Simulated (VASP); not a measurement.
# Te (I4/mmm) in VASP: single point with LDA

Aim: the single point of Te with LDA.

All numbers are computed with VASP 6.6.1; they aren't measurements. Logs are shortened: lines on timing, memory, paths and dates and some standing lists are left out, and cuts for length are marked.

## Step 1: The cell of the first run

It takes space group I4/mmm (No. 139, tetragonal). The conventional cell has a = 8.862 Å, b = 8.862 Å, c = 4.176 Å, α = 90.00°, β = 90.00°, γ = 90.00°. Within 5.5 Å of Te (site symmetry 4/mmm) lie 2 Te at 4.18 Å.

## Step 2: Single point, LDA

The input, INCAR:

```
SYSTEM = Te
PREC = Accurate
ENCUT = 520
EDIFF = 1E-6
ISMEAR = 1
SIGMA = 0.15
LREAL = .False.
LASPH = .True.
NELM = 100
ALGO = Normal
ISIF = 2
LWAVE = .False.
LCHARG = .False.
GGA = CA
NBANDS = 13
```

The input, KPOINTS:

```
Automatic mesh
0
Gamma
  3 3 6
  0 0 0
```

The input, POSCAR:

```
Te
1.0
    8.8622930000      0.0000000000      0.0000000000
    0.0000000000      8.8622930000      0.0000000000
    0.0000000000      0.0000000000      4.1763140000
Te
2
Direct
    0.0000000000      0.0000000000      0.0000000000
    0.5000000000      0.5000000000      0.5000000000
```

Potentials or basis: VASP PAW LDA potentials, release 64 (Te).

On the command line:

```sh
$ cat potpaw_LDA.64/Te/POTCAR > POTCAR
$ mpirun -np 1 vasp_std > vasp.out
```

OUTCAR:

```text
SYSTEM = Te
   PREC = Accurate
   ENCUT = 520
   EDIFF = 1E-6
   ISMEAR = 1
   LREAL = .False.
   LASPH = .True.
   NELM = 100
   ISIF = 2
   GGA = CA

 ion  position               nearest neighbor table
   1  0.000  0.000  0.000-
   2  0.500  0.500  0.500-

  LATTYP: Found a simple tetragonal cell.
 ALAT       =     8.8622930000
 C/A-ratio  =     0.4712453086

  Lattice vectors:

 A1 = (   8.8622930000,   0.0000000000,   0.0000000000)
 A2 = (   0.0000000000,   8.8622930000,   0.0000000000)
 A3 = (   0.0000000000,   0.0000000000,   4.1763140000)

Analysis of symmetry for initial positions (statically):
=====================================================================
 Subroutine PRICEL returns following result:

  LATTYP: Found a body centered tetragonal cell.
 ALAT       =     8.8622930000
 C/A-ratio  =     0.4712453086

  Lattice vectors:

 A1 = (   4.4311465000,  -4.4311465000,  -2.0881570000)
 A2 = (  -4.4311465000,   4.4311465000,  -2.0881570000)
 A3 = (   4.4311465000,   4.4311465000,   2.0881570000)

   2 primitive cells build up your supercell.

 Routine SETGRP: Setting up the symmetry group for a
 simple tetragonal supercell.

 Subroutine GETGRP returns: Found 16 space group operations
 (whereof 16 operations were pure point group operations)
 out of a pool of 16 trial point group operations.

The static configuration has the point symmetry D_4h.

Analysis of symmetry for dynamics (positions and initial velocities):
=====================================================================
 Subroutine PRICEL returns following result:

  LATTYP: Found a body centered tetragonal cell.
 ALAT       =     8.8622930000
 C/A-ratio  =     0.4712453086

  Lattice vectors:

 A1 = (   4.4311465000,  -4.4311465000,  -2.0881570000)
 A2 = (  -4.4311465000,   4.4311465000,  -2.0881570000)
 A3 = (   4.4311465000,   4.4311465000,   2.0881570000)

   2 primitive cells build up your supercell.

 Routine SETGRP: Setting up the symmetry group for a
 simple tetragonal supercell.

 Subroutine GETGRP returns: Found 16 space group operations
 (whereof 16 operations were pure point group operations)
 out of a pool of 16 trial point group operations.

The dynamic configuration has the point symmetry D_4h.

 Subroutine INISYM returns: Found 16 space group operations
 (whereof 16 operations are pure point group operations),
 and found     2 'primitive' translations

----------------------------------------------------------------------------------------

                                     Primitive cell

  volume of cell :     164.0043

  direct lattice vectors                    reciprocal lattice vectors
     4.431146500 -4.431146500 -2.088157000     0.112837614  0.000000000 -0.239445597
    -4.431146500  4.431146500 -2.088157000     0.000000000  0.112837614 -0.239445597
     4.431146500  4.431146500  2.088157000     0.112837614  0.112837614  0.000000000

  length of vectors
     6.605340132  6.605340132  6.605340132     0.264700815  0.264700815  0.159576485

  position of ions in fractional coordinates (direct lattice)
     0.000000000  0.000000000  0.000000000

  ion indices of the primitive-cell ions
   primitive index   ion index
                 1           1

----------------------------------------------------------------------------------------

 KPOINTS: Automatic mesh

Automatic generation of k-mesh.
 Grid dimensions read from file:
 generate k-points for:    3    3    6

 Generating k-lattice:

  Cartesian coordinates                     Fractional coordinates (reciprocal lattice)
     0.037612538  0.000000000  0.000000000     0.333333333  0.000000000  0.000000000
     0.000000000  0.037612538  0.000000000     0.000000000  0.333333333  0.000000000
     0.000000000  0.000000000  0.039907600     0.000000000  0.000000000  0.166666667

  Length of vectors
     0.037612538  0.037612538  0.039907600

  Shift w.r.t. Gamma in fractional coordinates (k-lattice)
     0.000000000  0.000000000  0.000000000

 Subroutine IBZKPT returns following result:
 ===========================================

 Found     12 irreducible k-points:

 Following reciprocal coordinates:
            Coordinates               Weight
  0.000000  0.000000  0.000000      1.000000
  0.333333  0.000000  0.000000      4.000000
  0.333333  0.333333  0.000000      4.000000
  0.000000  0.000000  0.166667      2.000000
  0.333333  0.000000  0.166667      8.000000
  0.333333  0.333333  0.166667      8.000000
  0.000000  0.000000  0.333333      2.000000
  0.333333  0.000000  0.333333      8.000000
  0.333333  0.333333  0.333333      8.000000
  0.000000  0.000000  0.500000      1.000000
  0.333333  0.000000  0.500000      4.000000
  0.333333  0.333333  0.500000      4.000000
   k-points           NKPTS =     12   k-points in BZ     NKDIM =     12   number of bands    NBANDS=     13
   number of dos      NEDOS =    301   number of ions     NIONS =      2
   total plane-waves  NPLWV = 156800
   dimension x,y,z NGX =    70 NGY =   70 NGZ =   32
   dimension x,y,z NGXF=   140 NGYF=  140 NGZF=   64
   ions per type =               2
   NGX,Y,Z   is equivalent  to a cutoff of  13.13, 13.13, 12.74 a.u.
   NGXF,Y,Z  is equivalent  to a cutoff of  26.26, 26.26, 25.48 a.u.
 SYSTEM =  Te
   PREC   = accura    normal or accurate (medium, high low for compatibility)
   ISTART =      0    job   : 0-new  1-cont  2-samecut
   ICHARG =      2    charge: 1-file 2-atom 10-const
   ISPIN  =      1    spin polarized calculation?
   LNONCOLLINEAR =      F non collinear calculations
   LSORBIT =      F    spin-orbit coupling
   LASPH  =      T    aspherical Exc in radial PAW
   ENCUT  =  520.0 eV  38.22 Ry    6.18 a.u.  16.48 16.48  7.77*2*pi/ulx,y,z
   NELM   =    100;   NELMIN=  2; NELMDL= -5     # of ELM steps
   EDIFF  = 0.1E-05   stopping-criterion for ELM
   LREAL  =      F    real-space projection
   EDIFFG = 0.1E-04   stopping-criterion for IOM
   NSW    =      0    number of steps for IOM
   IBRION =     -1    ionic relax: 0-MD 1-quasi-New 2-CG
   NFREE  =      0    steps in history (QN), initial steepest desc. (CG)
   ISIF   =      2    stress and relaxation
   ISYM   =      2    0-nonsym 1-usesym 2-fastsym
   POTIM  = 0.5000    time-step for ionic-motion
   TEBEG  =    0.0;   TEEND  =   0.0 temperature during run
   PSTRESS=    0.0 pullay stress
   NELECT =      12.0000    total number of electrons
   NUPDOWN=      -1.0000    fix difference up-down
   EMIN   =  10.00;   EMAX   =-10.00  energy-range for DOS
   EFERMI =   0.00;   METHOD = LEGACY
   ISMEAR =     1;   SIGMA  =   0.15  broadening in eV -4-tet -1-fermi 0-gaus
   EFERMI_NEDOS =   21; number of points for ismear=-14 and -15
   IALGO  =     38    algorithm
   IMIX   =      4    mixing-type and parameters
     AMIX     =   0.40;   BMIX     =  1.00
     AMIX_MAG =   1.60;   BMIX_MAG =  1.00
  volume/ion in A,a.u.               =     164.00      1106.76
  Fermi-wavevector in a.u.,A,eV,Ry     =   0.543467  1.027004  4.018573  0.295357
  Thomas-Fermi vector in A             =   1.571957
   LORBIT       =      0    0 simple, 1 ext, 2 COOP (PROOUT), +10 PAW based schemes
   GGA     = CA    functional components
   LHFCALC =     F    Hartree Fock is set to
   AEXX    =    0.0000 exact exchange contribution
   IVDW    =     0    specifies the selected vdW correction
   LEPSILON=     F    determine dielectric tensor
   LRPA    =     F    only Hartree local field effects (RPA)
 non-spin polarized calculation
 Methfessel and Paxton  Order N= 1 SIGMA  =   0.15
  energy-cutoff  :      520.00
  volume of cell :      328.01
 maximum number of plane-waves:      8867
 NGX is ok and might be reduce to    70
   NGX = 33   NGY = 33   NGZ = 15

 number of electron      12.0000000 magnetization

 Free energy of the ion-electron system (eV)
  ---------------------------------------------------
  ext. energy  EPLUGINS =         0.00000000
  ---------------------------------------------------
  free energy    TOTEN  =        -1.68131227 eV

  energy without entropy =       -1.64523224  energy(sigma->0) =       -1.66928559

 E-fermi :  -3.9519     XC(G=0):  -3.9033

 val. band max:       -3.9528412146   @ k =   0.3333   0.3333   0.3333
 cond. band min:      -3.9398629939   @ k =   0.0000   0.0000   0.3333
 fundamental gap:      0.0129782207
 Fermi energy:        -3.9519324517

 k-point     1 :       0.0000    0.0000    0.0000
  band No.  band energies     occupation
      1     -13.5511      2.00000
      2     -13.5442      2.00000
      3      -4.3286      2.00221
      4      -4.3286      2.00221
      5      -4.1970      2.04303
      6      -4.1970      2.04303
      7      -3.2041     -0.00000
      8      -3.1937     -0.00000
      9       0.4765      0.00000
     10       1.8296      0.00000
     11       2.4577      0.00000
     12       2.7301      0.00000
     13       3.1736      0.00000

 k-point     2 :       0.3333    0.0000    0.0000
  band No.  band energies     occupation
      1     -13.5493      2.00000
      2     -13.5459      2.00000
      3      -4.3015      2.00477
      4      -4.2967      2.00544
      5      -4.2362      2.02212
      6      -4.2309      2.02449
      7      -3.2015     -0.00000
      8      -3.1963     -0.00000
      9       0.8237      0.00000
     10       1.6582      0.00000
     11       2.4166      0.00000
     12       2.5919      0.00000
     13       2.9341      0.00000

 k-point     3 :       0.3333    0.3333    0.0000
  band No.  band energies     occupation
      1     -13.5485      2.00000
      2     -13.5467      2.00000
      3      -4.3462      2.00128
      4      -4.3151      2.00327
      5      -4.2209      2.02941
      6      -4.1863      2.04959
      7      -3.2001     -0.00000
      8      -3.1975     -0.00000
      9       1.0718      0.00000
     10       1.6383      0.00000
     11       2.0739      0.00000
     12       2.4087      0.00000
     13       3.3083      0.00000

 k-point     4 :       0.0000    0.0000    0.1667
  band No.  band energies     occupation
      1     -13.4860      2.00000
      2     -13.4798      2.00000
      3      -4.2318      2.02408
      4      -4.2318      2.02408
      5      -4.1140      2.06315
      6      -4.1140      2.06315
      7      -3.8604      0.15083
      8      -3.8571      0.13236
      9       0.8163      0.00000
     10       2.0620      0.00000
     11       2.6836      0.00000
     12       3.1329      0.00000
     13       3.1329      0.00000

 k-point     5 :       0.3333    0.0000    0.1667
  band No.  band energies     occupation
      1     -13.4844      2.00000
      2     -13.4814      2.00000
      3      -4.2084      2.03627
      4      -4.2031      2.03937
      5      -4.1501      2.06840
      6      -4.1442      2.07000
      7      -3.8581      0.13769
      8      -3.8560      0.12629
      9       1.1435      0.00000
     10       1.9061      0.00000
     11       2.7605      0.00000
     12       2.7856      0.00000
     13       2.9789      0.00000
[... 65 lines left out ...]
 k-point    10 :       0.0000    0.0000    0.5000
  band No.  band energies     occupation
      1     -13.2719      2.00000
      2     -13.2719      2.00000
      3      -5.2694      2.00000
      4      -5.2694      2.00000
      5      -3.8683      0.20000
      6      -3.8683      0.20000
      7      -3.8683      0.20000
      8      -3.8683      0.20000
      9       2.6724      0.00000
     10       2.6724      0.00000
     11       2.6724      0.00000
     12       2.6724      0.00000
     13       2.7679      0.00000

 k-point    11 :       0.3333    0.0000    0.5000
  band No.  band energies     occupation
      1     -13.2718      2.00000
      2     -13.2718      2.00000
      3      -5.2695      2.00000
      4      -5.2695      2.00000
      5      -3.8695      0.20797
      6      -3.8695      0.20797
      7      -3.8680      0.19822
      8      -3.8680      0.19822
      9       2.2906      0.00000
     10       2.2906      0.00000
     11       2.6113      0.00000
     12       2.6113      0.00000
     13       3.4303      0.00000

 k-point    12 :       0.3333    0.3333    0.5000
  band No.  band energies     occupation
      1     -13.2718      2.00000
      2     -13.2718      2.00000
      3      -5.2691      2.00000
      4      -5.2691      2.00000
      5      -3.8703      0.21329
      6      -3.8703      0.21329
      7      -3.8698      0.20975
      8      -3.8698      0.20975
      9       2.3851      0.00000
     10       2.3851      0.00000
     11       2.5164      0.00000
     12       2.5164      0.00000
     13       3.5742      0.00000

------------------------ aborting loop because EDIFF is reached ----------------------------------------

  FORCE on cell =-STRESS in cart. coord.  units (eV):
  Direction    XX          YY          ZZ          XY          YZ          ZX
  --------------------------------------------------------------------------------------
  -------------------------------------------------------------------------------------
  Total       -0.1437216     -0.1437216     -8.1736014      0.0000000      0.0000000     -0.0000000
  in kB       -0.7020167     -0.7020167    -39.9244262      0.0000000      0.0000000     -0.0000000
  external PRESSURE =     -13.7761532 kB  Pullay stress =       0.0000000 kB

 VOLUME and BASIS-vectors are now :
 -----------------------------------------------------------------------------
  energy-cutoff  :      520.00
  volume of cell :      328.01
      direct lattice vectors                 reciprocal lattice vectors
     8.862293000  0.000000000  0.000000000     0.112837614  0.000000000  0.000000000
     0.000000000  8.862293000  0.000000000     0.000000000  0.112837614  0.000000000
     0.000000000  0.000000000  4.176314000     0.000000000  0.000000000  0.239445597

 POSITION                                       TOTAL-FORCE (eV/Angst)
 -----------------------------------------------------------------------------------
      0.00000      0.00000      0.00000         0.000000      0.000000     -0.000000
      4.43115      4.43115      2.08816        -0.000000     -0.000000      0.000000
 -----------------------------------------------------------------------------------
    total drift:                               -0.000000      0.000000      0.000000

  FREE ENERGIE OF THE ION-ELECTRON SYSTEM (eV)
  ---------------------------------------------------
  free  energy   TOTEN  =        -1.6813122738 eV

  energy  without entropy=       -1.6452322355  energy(sigma->0) =       -1.66928559
```

Wall time 55 s (1 thread of AMD EPYC 7R43 (Zen 3), shared host); peak memory 0.27 GiB.

What came out:

| Quantity | Value |
| --- | --- |
| Free energy | -1.6813 eV |
| Pressure | -1.4 GPa |
| Band gap on the k mesh | zero (bands 6 and 7 overlap by 0.09 eV) |

Levels at points of the mesh, in eV from the Fermi level:
```tsv
k point	band 2	band 3	band 4	band 5	band 6	band 7	band 8	band 9	band 10	band 11
(0.00, 0.00, 0.00)	-9.59	-0.38	-0.38	-0.25	-0.25	0.75	0.76	4.43	5.78	6.41
(0.00, 0.00, 0.50)	-9.32	-1.32	-1.32	0.08	0.08	0.08	0.08	6.62	6.62	6.62
```

Caveat: spin-orbit coupling is left out, which moves the levels of the heavy elements.
